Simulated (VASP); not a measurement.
# WS2 in VASP: notebook

WS2 is run at these levels: PBE+D3(BJ); tasks: single point.

Everything below comes from runs of VASP 6.6.1. Logs are shortened: lines on timing, memory, paths and dates and some standing lists are left out, and cuts for length are marked.

## 1. The cell of the first run

The cell holds a slab with vacuum, 6 atoms: a = 3.160 Å, b = 3.160 Å, c = 23.804 Å, α = 90.00°, β = 90.00°, γ = 120.00°.

## 2. Single point, PBE+D3(BJ)

Contents of INCAR:

```
SYSTEM = WS2
PREC = Accurate ; ENCUT = 520
EDIFF = 1E-6 ; ISMEAR = 0
SIGMA = 0.05 ; LREAL = .False.
LASPH = .True. ; NELM = 60
ALGO = Normal ; ISIF = 2
LWAVE = .False. ; LCHARG = .False.
LDIPOL = .True. ; IDIPOL = 3
DIPOL = 0.5 0.5 0.400 ; GGA = PE
IVDW = 12 ; NBANDS = 35
```

Contents of KPOINTS:

```
Automatic mesh
0
Gamma
  9 9 1
  0 0 0
```

Contents of POSCAR:

```
WS2
1.0
    3.1595457497      0.0000000000      0.0000000000
   -1.5797728749      2.7362468836      0.0000000000
    0.0000000000      0.0000000000     23.8042575719
S W
4 2
Direct
    0.3333333333      0.6666666667      0.1890418126
    0.3333333333      0.6666666667      0.3214605103
    0.3333333333      0.6666666667      0.4785752612
    0.3333333333      0.6666666667      0.6109939589
    0.6666666667      0.3333333333      0.2552511581
    0.0000000000      1.0000000000      0.5447846067
```

Potentials or basis: VASP PAW PBE potentials, release 64 (S, W_sv).

The run is started by

```sh
cat potpaw_PBE.64/S/POTCAR potpaw_PBE.64/W_sv/POTCAR > POTCAR
mpirun -np 1 vasp_std > vasp.out
```

OUTCAR:

```text
SYSTEM = WS2
   PREC = Accurate
   ENCUT = 520
   EDIFF = 1E-6
   ISMEAR = 0
   LREAL = .False.
   LASPH = .True.
   NELM = 60
   ISIF = 2
   GGA = PE
   IVDW = 12
 IVDW          = 12

 ion  position               nearest neighbor table
   1  0.333  0.667  0.189-   5 2.41   5 2.41   5 2.41
   2  0.333  0.667  0.321-   5 2.41   5 2.41   5 2.41
   3  0.333  0.667  0.479-   6 2.41   6 2.41   6 2.41
   4  0.333  0.667  0.611-   6 2.41   6 2.41   6 2.41
   5  0.667  0.333  0.255-   1 2.41   1 2.41   1 2.41   2 2.41   2 2.41   2 2.41
   6  0.000  0.000  0.545-   3 2.41   3 2.41   3 2.41   4 2.41   4 2.41   4 2.41

  LATTYP: Found a hexagonal cell.
 ALAT       =     3.1595457497
 C/A-ratio  =     7.5340759266

  Lattice vectors:

 A1 = (   3.1595457497,   0.0000000000,   0.0000000000)
 A2 = (  -1.5797728749,   2.7362468836,   0.0000000000)
 A3 = (   0.0000000000,   0.0000000000,  23.8042575719)

Analysis of symmetry for initial positions (statically):
=====================================================================
 Subroutine PRICEL returns:
 Original cell was already a primitive cell.

 Routine SETGRP: Setting up the symmetry group for a
 hexagonal supercell.

 Subroutine GETGRP returns: Found 12 space group operations
 (whereof  6 operations were pure point group operations)
 out of a pool of 24 trial point group operations.

The static configuration has the point symmetry C_3v.
 The point group associated with its full space group is D_3d.

Analysis of symmetry for dynamics (positions and initial velocities):
=====================================================================
 Subroutine PRICEL returns:
 Original cell was already a primitive cell.

 Routine SETGRP: Setting up the symmetry group for a
 hexagonal supercell.

 Subroutine GETGRP returns: Found 12 space group operations
 (whereof  6 operations were pure point group operations)
 out of a pool of 24 trial point group operations.

The dynamic configuration has the point symmetry C_3v.
 The point group associated with its full space group is D_3d.

 Subroutine INISYM returns: Found 12 space group operations
 (whereof  6 operations are pure point group operations),
 and found     1 'primitive' translations

----------------------------------------------------------------------------------------

                                     Primitive cell

  volume of cell :     205.7949

  direct lattice vectors                    reciprocal lattice vectors
     3.159545750  0.000000000  0.000000000     0.316501193  0.182732049  0.000000000
    -1.579772875  2.736246884  0.000000000     0.000000000  0.365464098  0.000000000
     0.000000000  0.000000000 23.804257572     0.000000000  0.000000000  0.042009292

  length of vectors
     3.159545750  3.159545750 23.804257572     0.365464098  0.365464098  0.042009292

  position of ions in fractional coordinates (direct lattice)
     0.333333333  0.666666667  0.189041813
     0.333333333  0.666666667  0.321460510
     0.333333333  0.666666667  0.478575261
     0.333333333  0.666666667  0.610993959
     0.666666667  0.333333333  0.255251158
     0.000000000  0.000000000  0.544784607

  ion indices of the primitive-cell ions
   primitive index   ion index
                 1           1
                 2           2
                 3           3
                 4           4
                 5           5
                 6           6

----------------------------------------------------------------------------------------

 KPOINTS: Automatic mesh

Automatic generation of k-mesh.
 Grid dimensions read from file:
 generate k-points for:    9    9    1

 Generating k-lattice:

  Cartesian coordinates                     Fractional coordinates (reciprocal lattice)
     0.035166799  0.020303561  0.000000000     0.111111111 -0.000000000  0.000000000
     0.000000000  0.040607122  0.000000000     0.000000000  0.111111111  0.000000000
     0.000000000  0.000000000  0.042009292     0.000000000  0.000000000  1.000000000

  Length of vectors
     0.040607122  0.040607122  0.042009292

  Shift w.r.t. Gamma in fractional coordinates (k-lattice)
     0.000000000  0.000000000  0.000000000

 Subroutine IBZKPT returns following result:
 ===========================================

 Found     12 irreducible k-points:

 Following reciprocal coordinates:
            Coordinates               Weight
  0.000000  0.000000  0.000000      1.000000
  0.111111 -0.000000  0.000000      6.000000
  0.222222  0.000000  0.000000      6.000000
  0.333333 -0.000000  0.000000      6.000000
  0.444444  0.000000  0.000000      6.000000
  0.111111  0.111111  0.000000      6.000000
  0.222222  0.111111  0.000000     12.000000
  0.333333  0.111111  0.000000     12.000000
  0.444444  0.111111  0.000000      6.000000
  0.222222  0.222222  0.000000      6.000000
  0.333333  0.222222  0.000000     12.000000
  0.333333  0.333333  0.000000      2.000000
   k-points           NKPTS =     12   k-points in BZ     NKDIM =     12   number of bands    NBANDS=     35
   number of dos      NEDOS =    301   number of ions     NIONS =      6
   total plane-waves  NPLWV = 103680
   dimension x,y,z NGX =    24 NGY =   24 NGZ =  180
   dimension x,y,z NGXF=    48 NGYF=   48 NGZF=  360
   ions per type =               4   2
   NGX,Y,Z   is equivalent  to a cutoff of  12.63, 12.63, 12.57 a.u.
   NGXF,Y,Z  is equivalent  to a cutoff of  25.26, 25.26, 25.14 a.u.
 SYSTEM =  WS2
   PREC   = accura    normal or accurate (medium, high low for compatibility)
   ISTART =      0    job   : 0-new  1-cont  2-samecut
   ICHARG =      2    charge: 1-file 2-atom 10-const
   ISPIN  =      1    spin polarized calculation?
   LNONCOLLINEAR =      F non collinear calculations
   LSORBIT =      F    spin-orbit coupling
   LASPH  =      T    aspherical Exc in radial PAW
   ENCUT  =  520.0 eV  38.22 Ry    6.18 a.u.   5.87  5.87 44.26*2*pi/ulx,y,z
   NELM   =     60;   NELMIN=  2; NELMDL= -5     # of ELM steps
   EDIFF  = 0.1E-05   stopping-criterion for ELM
   LREAL  =      F    real-space projection
   EDIFFG = 0.1E-04   stopping-criterion for IOM
   NSW    =      0    number of steps for IOM
   IBRION =     -1    ionic relax: 0-MD 1-quasi-New 2-CG
   NFREE  =      0    steps in history (QN), initial steepest desc. (CG)
   ISIF   =      2    stress and relaxation
   ISYM   =      2    0-nonsym 1-usesym 2-fastsym
   POTIM  = 0.5000    time-step for ionic-motion
   TEBEG  =    0.0;   TEEND  =   0.0 temperature during run
   PSTRESS=    0.0 pullay stress
   NELECT =      52.0000    total number of electrons
   NUPDOWN=      -1.0000    fix difference up-down
   EMIN   =  10.00;   EMAX   =-10.00  energy-range for DOS
   EFERMI =   0.00;   METHOD = LEGACY
   ISMEAR =     0;   SIGMA  =   0.05  broadening in eV -4-tet -1-fermi 0-gaus
   EFERMI_NEDOS =   21; number of points for ismear=-14 and -15
   IALGO  =     38    algorithm
   IMIX   =      4    mixing-type and parameters
     AMIX     =   0.40;   BMIX     =  1.00
     AMIX_MAG =   1.60;   BMIX_MAG =  1.00
  volume/ion in A,a.u.               =      34.30       231.46
  Fermi-wavevector in a.u.,A,eV,Ry     =   1.034978  1.955825 14.574279  1.071179
  Thomas-Fermi vector in A             =   2.169299
   LORBIT       =      0    0 simple, 1 ext, 2 COOP (PROOUT), +10 PAW based schemes
   GGA     = PE    functional components
   LHFCALC =     F    Hartree Fock is set to
   AEXX    =    0.0000 exact exchange contribution
   IVDW    =    12    specifies the selected vdW correction
   LEPSILON=     F    determine dielectric tensor
   LRPA    =     F    only Hartree local field effects (RPA)
 non-spin polarized calculation
 Gauss-broadening in eV      SIGMA  =   0.05
  energy-cutoff  :      520.00
  volume of cell :      205.79
 maximum number of plane-waves:      5566
 NGX is ok and might be reduce to    24
   NGX = 11   NGY = 11   NGZ = 89

 dipolmoment           0.000000      0.000000      0.000001 electrons x Angstroem

 number of electron      51.9999994 magnetization

 dipolmoment           0.000000      0.000000     -0.000002 electrons x Angstroem

 Free energy of the ion-electron system (eV)
  ---------------------------------------------------
  ext. energy  EPLUGINS =         0.00000000
  ---------------------------------------------------
  free energy    TOTEN  =       -47.31867363 eV

  energy without entropy =      -47.31867363  energy(sigma->0) =      -47.31867363

 E-fermi :   1.2740     XC(G=0):  -6.1960

 val. band max:        0.9147774194   @ k =   0.0000   0.0000   0.0000
 cond. band min:       2.7383210116   @ k =   0.3333   0.3333   0.0000
 fundamental gap:      1.8235435923
 Fermi energy:         1.2740021595

 k-point     1 :       0.0000    0.0000    0.0000
  band No.  band energies     occupation
      1     -73.1920      2.00000
      2     -73.1919      2.00000
      3     -37.4442      2.00000
      4     -37.4442      2.00000
      5     -37.2691      2.00000
      6     -37.2691      2.00000
[... 27 lines left out ...]
     34       3.8961      0.00000
     35       5.8514      0.00000

 k-point     2 :       0.1111   -0.0000    0.0000
  band No.  band energies     occupation
      1     -73.1898      2.00000
      2     -73.1898      2.00000
      3     -37.4365      2.00000
      4     -37.4365      2.00000
      5     -37.3119      2.00000
      6     -37.3119      2.00000
[... 27 lines left out ...]
     34       4.1244      0.00000
     35       6.2151      0.00000

 k-point     3 :       0.2222    0.0000    0.0000
  band No.  band energies     occupation
      1     -73.1843      2.00000
      2     -73.1843      2.00000
      3     -37.4188      2.00000
      4     -37.4188      2.00000
      5     -37.4170      2.00000
      6     -37.4170      2.00000
[... 27 lines left out ...]
     34       4.8238      0.00000
     35       6.9213      0.00000

 k-point     4 :       0.3333   -0.0000    0.0000
  band No.  band energies     occupation
      1     -73.1781      2.00000
      2     -73.1781      2.00000
      3     -37.5380      2.00000
      4     -37.5380      2.00000
      5     -37.3947      2.00000
      6     -37.3947      2.00000
[... 27 lines left out ...]
     34       5.3473      0.00000
     35       7.5203      0.00000

 k-point     5 :       0.4444    0.0000    0.0000
  band No.  band energies     occupation
      1     -73.1740      2.00000
      2     -73.1740      2.00000
      3     -37.6146      2.00000
      4     -37.6145      2.00000
      5     -37.3801      2.00000
      6     -37.3800      2.00000
[... 27 lines left out ...]
     34       5.5733      0.00000
     35       6.1240      0.00000

 k-point     6 :       0.1111    0.1111    0.0000
  band No.  band energies     occupation
      1     -73.1860      2.00000
      2     -73.1859      2.00000
      3     -37.4229      2.00000
      4     -37.4229      2.00000
      5     -37.3829      2.00000
      6     -37.3829      2.00000
[... 27 lines left out ...]
     34       4.7410      0.00000
     35       6.7200      0.00000

 k-point     7 :       0.2222    0.1111    0.0000
  band No.  band energies     occupation
      1     -73.1801      2.00000
      2     -73.1801      2.00000
      3     -37.4871      2.00000
      4     -37.4871      2.00000
      5     -37.4020      2.00000
      6     -37.4020      2.00000
[... 27 lines left out ...]
     34       5.3837      0.00000
     35       7.5886      0.00000

 k-point     8 :       0.3333    0.1111    0.0000
  band No.  band energies     occupation
      1     -73.1750      2.00000
      2     -73.1749      2.00000
      3     -37.5768      2.00000
      4     -37.5768      2.00000
      5     -37.3835      2.00000
      6     -37.3835      2.00000
[... 27 lines left out ...]
     34       5.5308      0.00000
     35       7.0588      0.00000

 k-point     9 :       0.4444    0.1111    0.0000
  band No.  band energies     occupation
      1     -73.1729      2.00000
      2     -73.1729      2.00000
      3     -37.6118      2.00000
      4     -37.6118      2.00000
      5     -37.3797      2.00000
      6     -37.3797      2.00000
[... 27 lines left out ...]
     34       5.2755      0.00000
     35       6.0668      0.00000

 k-point    10 :       0.2222    0.2222    0.0000
  band No.  band energies     occupation
      1     -73.1753      2.00000
      2     -73.1753      2.00000
      3     -37.5447      2.00000
      4     -37.5446      2.00000
      5     -37.3914      2.00000
      6     -37.3914      2.00000
[... 27 lines left out ...]
     34       5.8596      0.00000
     35       7.8852      0.00000

 k-point    11 :       0.3333    0.2222    0.0000
  band No.  band energies     occupation
      1     -73.1722      2.00000
      2     -73.1722      2.00000
      3     -37.5722      2.00000
      4     -37.5721      2.00000
      5     -37.4375      2.00000
      6     -37.4375      2.00000
[... 27 lines left out ...]
     34       6.1032      0.00000
     35       6.8906      0.00000

 k-point    12 :       0.3333    0.3333    0.0000
  band No.  band energies     occupation
      1     -73.1711      2.00000
      2     -73.1711      2.00000
      3     -37.5350      2.00000
      4     -37.5350      2.00000
      5     -37.5007      2.00000
      6     -37.5007      2.00000
[... 27 lines left out ...]
     34       6.5642      0.00000
     35       7.3277      0.00000

------------------------ aborting loop because EDIFF is reached ----------------------------------------

 vacuum level on the upper side and lower side of the slab       (xc-potential included)        -0.183        -0.182

 Edisp (eV)   -2.06670

 E8    (eV) :    -0.8982

  FORCE on cell =-STRESS in cart. coord.  units (eV):
  Direction    XX          YY          ZZ          XY          YZ          ZX
  --------------------------------------------------------------------------------------
  -------------------------------------------------------------------------------------
  Total      -0.20628    -0.20628    -0.45948     0.00000     0.00000     0.00000
  in kB      -1.60594    -1.60594    -3.57716     0.00000     0.00000     0.00000
  external pressure =       -2.26 kB  Pullay stress =        0.00 kB

 VOLUME and BASIS-vectors are now :
 -----------------------------------------------------------------------------
  energy-cutoff  :      520.00
  volume of cell :      205.79
      direct lattice vectors                 reciprocal lattice vectors
     3.159545750  0.000000000  0.000000000     0.316501193  0.182732049  0.000000000
    -1.579772875  2.736246884  0.000000000     0.000000000  0.365464098  0.000000000
     0.000000000  0.000000000 23.804257572     0.000000000  0.000000000  0.042009292

 POSITION                                       TOTAL-FORCE (eV/Angst)
 -----------------------------------------------------------------------------------
     -0.00000      1.82416      4.50000         0.000000      0.000000      0.002988
     -0.00000      1.82416      7.65213        -0.000000     -0.000000      0.031526
     -0.00000      1.82416     11.39213         0.000000      0.000000     -0.031526
     -0.00000      1.82416     14.54426        -0.000000     -0.000000     -0.002988
      1.57977      0.91208      6.07606         0.000000      0.000000      0.033344
      0.00000      0.00000     12.96819         0.000000      0.000000     -0.033344
 -----------------------------------------------------------------------------------
    total drift:                                0.000000     -0.000000     -0.000319

  FREE ENERGIE OF THE ION-ELECTRON SYSTEM (eV)
  ---------------------------------------------------
  free  energy   TOTEN  =       -49.3853689686 eV

  energy  without entropy=      -49.3853689686  energy(sigma->0) =      -49.38536897

 vacuum level on the upper side and lower side of the slab         6.359         6.359
```

Wall time 4 min (1 thread of AMD EPYC 7R43 (Zen 3), shared host); peak memory 0.29 GiB.

Results:

```
Free energy                : -49.3854 eV
Largest force              : 0.033 eV/Å
Band gap on the k mesh     : 1.82 eV, indirect (least direct gap 1.92 eV)
Dispersion energy per atom : -0.344 eV
```

Forces on the atoms (eV/Å):
```
S    0.000  0.000  0.003
S    0.000  0.000  0.032
S    0.000  0.000 -0.032
S    0.000  0.000 -0.003
W    0.000  0.000  0.033
W    0.000  0.000 -0.033
```

Levels at points of the mesh, in eV from the valence-band top:
| k point | band 23 | band 24 | band 25 | band 26 | band 27 | band 28 | band 29 | band 30 |
| --- | --- | --- | --- | --- | --- | --- | --- | --- |
| (0.00, 0.00, 0.00) | -1.67 | -1.67 | -0.39 | 0.00 | 2.82 | 2.82 | 2.84 | 2.84 |

Caveat: spin-orbit coupling is left out, which moves the levels of the heavy elements.

## 3. Single point, PBE+D3(BJ)

Contents of INCAR:

```
ALGO = Normal
DIPOL = 0.5 0.5 0.421
EDIFF = 1E-6
ENCUT = 520
GGA = PE
IDIPOL = 3
ISIF = 2
ISMEAR = 0
IVDW = 12
LASPH = True
LCHARG = False
LDIPOL = True
LREAL = False
LWAVE = False
NBANDS = 35
NELM = 100
PREC = Accurate
SIGMA = 0.05
```

Contents of KPOINTS:

```
k-points
0
Gamma
  9 9 1
```

Contents of POSCAR:

```
WS2
1.0
    3.1595457497      0.0000000000      0.0000000000
   -1.5797728749      2.7362468836      0.0000000000
    0.0000000000      0.0000000000     23.8042575719
S W
4 2
Direct
    0.3333333333      0.6666666667      0.1890418126
    0.3333333333      0.6666666667      0.3214605103
    0.3333333333      0.6666666667      0.5205845529
    0.3333333333      0.6666666667      0.6530032506
    0.6666666667      0.3333333333      0.2552511581
    0.0000000000      1.0000000000      0.5867938984
```

Potentials or basis: VASP PAW PBE potentials, release 64 (S, W_sv).

The run is started by

```sh
cat potpaw_PBE.64/S/POTCAR potpaw_PBE.64/W_sv/POTCAR > POTCAR
mpirun -np 1 vasp_std > vasp.out
```

It took 4.9 min on 1 thread of AMD EPYC 7R43 (Zen 3), shared host; peak memory 0.29 GiB.

It converged, with:

* Free energy: -49.3036 eV
* Largest force: 0.046 eV/Å
* Band gap on the k mesh: 1.92 eV, direct
* Dispersion energy per atom: -0.328 eV

Forces on the atoms (eV/Å):
```
S    0.000  0.000  0.000
S    0.000  0.000  0.046
S    0.000  0.000 -0.046
S    0.000  0.000  0.000
W    0.000  0.000  0.022
W    0.000  0.000 -0.022
```

Levels at points of the mesh, in eV from the valence-band top:
```tsv
k point	band 24	band 25	band 26	band 27	band 28	band 29
(0.00, 0.00, 0.00)	-1.57	-0.21	-0.07	2.93	2.93	2.94
```

Caveat: spin-orbit coupling is left out, which moves the levels of the heavy elements.
